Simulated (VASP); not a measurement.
Crystal: AlB3P4.

```
B Al P
1.0
     3.23222    0.00000    0.00000
     0.00000    3.23222    4.57106
     0.00000   -3.23222    4.57106
B Al P
3 1 4
Direct
  0.00000 0.00000 0.00000
  0.50000 0.00000 0.50000
  0.50000 0.50000 0.00000
  0.00000 0.50000 0.50000
  0.50000 0.12500 0.12500
  0.00000 0.12500 0.62500
  0.00000 0.62500 0.12500
  0.50000 0.62500 0.62500
```

* Program: VASP 6.6.1
* Task: relaxation of cell and atoms
* Functional: PBE
* Potentials or basis: VASP PAW PBE potentials, release 64 (B, Al, P)
* Cutoff: 600 eV
* k mesh: 8 × 4 × 4
* Occupations: fermi-dirac, width 0.02 eV
* Spin: no spin polarisation

At the start: pressure 35.1 GPa; volume 11.94 Å³/atom.

Problem. How do energy, volume and symmetry change on relaxing?

Solution. Over 12 steps the energy falls by 411.8 meV/atom and the volume is 13.99 Å³/atom (+17.2 %); space group Amm2 (No. 38, to 0.05 Å).

The path:
| step | energy change (eV) | largest force (eV/Å) | pressure (GPa) | volume (Å³) |
| --- | --- | --- | --- | --- |
| 1 | 0.0000 | 8.0490 | 35.05 | 95.51 |
| 2 | -0.2432 | 3.7608 | -16.45 | 136.35 |
| 3 | -3.2241 | 0.8001 | -1.16 | 112.68 |
| 4 | -3.2360 | 0.8024 | -0.07 | 111.80 |
| 5 | -3.2376 | 0.8110 | 0.50 | 111.36 |
| 6 | -3.2810 | 0.4155 | -0.43 | 112.23 |
| 7 | -3.2819 | 0.2643 | -0.33 | 112.12 |
| 8 | -3.2942 | 0.0704 | 0.00 | 111.92 |
| 9 | -3.2942 | 0.0703 | -0.02 | 111.93 |
| 10 | -3.2946 | 0.0115 | 0.02 | 111.91 |
| 11 | -3.2946 | 0.0117 | 0.02 | 111.91 |
| 12 | -3.2946 | 0.0039 | 0.01 | 111.93 |

Final structure:
```yaml
crystal:
  lattice:
    - [3.36366, 0.00000, 0.00000]
    - [0.00000, 3.41744, 4.86840]
    - [0.00000, -3.41744, 4.86840]
  atoms:
    - { symbol: B, position: [0.00000, 0.99733, 0.99733] }
    - { symbol: B, position: [0.50000, 0.99674, 0.50494] }
    - { symbol: B, position: [0.50000, 0.50494, 0.99674] }
    - { symbol: Al, position: [0.00000, 0.49812, 0.49812] }
    - { symbol: P, position: [0.50000, 0.12357, 0.12357] }
    - { symbol: P, position: [0.00000, 0.09617, 0.63557] }
    - { symbol: P, position: [0.00000, 0.63557, 0.09617] }
    - { symbol: P, position: [0.50000, 0.64757, 0.64757] }
```

Caveat: the volume moved by over 15 % at a fixed basis, so the end points are rough.
